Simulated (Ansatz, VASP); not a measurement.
**Ni in VASP and in Ansatz**

```
Ni
1.0
    -1.38372    1.38372    1.38372
     1.38372   -1.38372    1.38372
     1.38372    1.38372   -1.38372
Ni
1
Direct
  0.00000 0.00000 0.00000
```

Alike in both runs: task relaxation of cell and atoms; functional PBEsol; k mesh 17 × 17 × 17; occupations fermi-dirac, width 0.15 eV; collinear spin.

|  | VASP | Ansatz |
| --- | --- | --- |
| version | VASP 6.6.1 | Ansatz 0.2.0 |
| potentials or method | VASP PAW PBE potentials, release 64 (Ni) | plane waves, PAW |
| plane-wave cutoff (eV) | 600 | 420 |
| valence electrons in the cell | 10 | 18 |

|  | VASP | Ansatz | Ansatz less VASP |
| --- | --- | --- | --- |
| net moment per atom (μB) | 0.37 | 0.39 | +0.028 |
| size of the moment on the site where the two differ most (μB) | 0.37 | 0.41 | +0.043 |
| relaxed volume (Å³/atom) | 10.48 | 10.49 | +0.010 |
| relaxed cell length with the largest relative difference (Å) | 2.387 | 2.388 | +0.0008 |

VASP's potentials were made for PBE, not for PBEsol. Site moments also hang on the region over which each program counts them. VASP's potentials hold 10 valence electrons a cell and Ansatz's 18, so a difference there can come from the potentials and not from the codes.
